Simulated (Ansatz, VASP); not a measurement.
# One calculation of Ir, two programs

```
Ir
1.0
    -1.52978    1.52978    1.52978
     1.52978   -1.52978    1.52978
     1.52978    1.52978   -1.52978
Ir
1
Direct
  0.00000 0.00000 0.00000
```

Alike in both runs: functional LDA; k mesh 16 × 16 × 16; occupations gaussian, width 0.1 eV; no spin polarisation.

Ansatz relaxed the structure, and its values are those at the end. VASP's run is a single point on that final structure, the one shown.

|  | VASP | Ansatz |
| --- | --- | --- |
| version | VASP 6.6.1 | Ansatz 0.2.0 |
| potentials or method | VASP PAW LDA potentials, release 64 (Ir), cutoff 500 eV | scalar-relativistic, plane waves, PAW |
| valence electrons in the cell | 9 | 17 |

Ansatz gave:

```
gap on the k mesh at the Fermi level (eV) : none
pressure (GPa)                            : 0.0
```

**Question.** What did VASP give for the same quantities?

**Answer.** gap on the k mesh at the Fermi level (eV): none; pressure (GPa): 2.3.

Ansatz warns that its potentials were made for another functional, while VASP's fit it. LDA's correlation is that of Perdew and Zunger in VASP and of Perdew and Wang (1992) in Ansatz. A gap of «none» marks a metal or a gap that the smearing closes. VASP's potentials hold 9 valence electrons a cell and Ansatz's 17, so a difference there can come from the potentials and not from the codes.

Neither program's run includes spin-orbit coupling.
